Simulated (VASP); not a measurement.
Here is a VASP 6.6.1 calculation.

INCAR

```
SYSTEM = Ta
  PREC = Accurate
  ENCUT = 520
  EDIFF = 1E-8
  ISMEAR = -1
  SIGMA = 0.08
  LREAL = .False.
  LASPH = .True.
  NELM = 60
  ALGO = Normal
  ISIF = 2
  LWAVE = .False.
  LCHARG = .False.
  GGA = PE
  LEFG = .True.
  NBANDS = 12
```

File KPOINTS:

```
Automatic mesh
0
Gamma
  17 17 17
  0 0 0
```

File POSCAR:

```
Ta
1.0
   -1.6345992636      1.6345992636      1.6345992636
    1.6345992636     -1.6345992636      1.6345992636
    1.6345992636      1.6345992636     -1.6345992636
Ta
1
Direct
    0.0000000000      0.0000000000      0.0000000000
```

Potentials or basis: VASP PAW PBE potentials, release 64 (Ta_pv).

Command:

```sh
$ cat potpaw_PBE.64/Ta_pv/POTCAR > POTCAR
$ mpirun -np 1 vasp_std > vasp.out
```

Task: What does it give for the pressure?

Result: 10.0 GPa.

Caveat: without QUAD_EFG the Cq values of the log hold for a quadrupole moment of 1 mb, not for the nuclei.
